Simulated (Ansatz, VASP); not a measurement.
Two plane-wave programs on Al2Cu

File INCAR:

```
PREC = Accurate
ENCUT = 520
EDIFF = 1E-6
ISMEAR = 0
SIGMA = 0.15
LREAL = False
LASPH = True
NELM = 100
ALGO = Fast
ISIF = 2
LWAVE = False
LCHARG = False
GGA = PS
NBANDS = 16
```

Contents of KPOINTS:

```
regular mesh
0
Gamma
  16 16 16
```

The input POSCAR:

```
Al2Cu
1.0
   -2.0853704932      2.0853704932      2.9059588708
    2.0853704932     -2.0853704932      2.9059588708
    2.0853704932      2.0853704932     -2.9059588708
Al Cu
2 1
Direct
    0.7500000000      0.2500000000      0.5000000000
    0.2500000000      0.7500000000      0.5000000000
    0.5000000000      0.5000000000      0.0000000000
```

Input for Ansatz:

```yaml
crystal:
  lattice:
    - [-2.0853704932, 2.0853704932, 2.9059588708]
    - [2.0853704932, -2.0853704932, 2.9059588708]
    - [2.0853704932, 2.0853704932, -2.9059588708]
  atoms:
    - { symbol: Al, position: [0.75, 0.25, 0.5] }
    - { symbol: Al, position: [0.25, 0.75, 0.5] }
    - { symbol: Cu, position: [0.5, 0.5, 0.0] }
basis:
  ecutwfc: 420
kpoints:
  mp_grid: { grid: [16, 16, 16] }
hamiltonian:
  xc: pbesol
scf:
  occupations: { method: gaussian, width: 0.15 }
output:
  forces: true
  stress: true
  eigenvalues: true
```

Change from the starting cell: strain +0.030 along x and y, +0.015 along z, atoms carried along.

Alike in both runs: task single point; functional PBEsol; k mesh 16 × 16 × 16; occupations gaussian, width 0.15 eV; no spin polarisation.

|  | VASP | Ansatz |
| --- | --- | --- |
| version | VASP 6.6.1 | Ansatz 0.2.0 |
| potentials or method | VASP PAW PBE potentials, release 64 (Al, Cu), cutoff 520 eV | scalar-relativistic, plane waves, PAW |
| valence electrons in the cell | 17 | 25 |

Ansatz gave:

```
gap on the k mesh at the Fermi level (eV)                     : none
pressure (GPa)                                                : -6.5
traceless stress, the component that is largest in VASP (GPa) : 0.89
```

Which values does VASP return?

gap on the k mesh at the Fermi level (eV): none; pressure (GPa): -6.4; traceless stress, the component that is largest in VASP (GPa): 0.88.

VASP's potentials were made for PBE, not for PBEsol. A gap of «none» marks a metal or a gap that the smearing closes. With one functional, cell and mesh, what is left measures potentials, basis and numerics. VASP's potentials hold 17 valence electrons a cell and Ansatz's 25, so a difference there can come from the potentials and not from the codes.
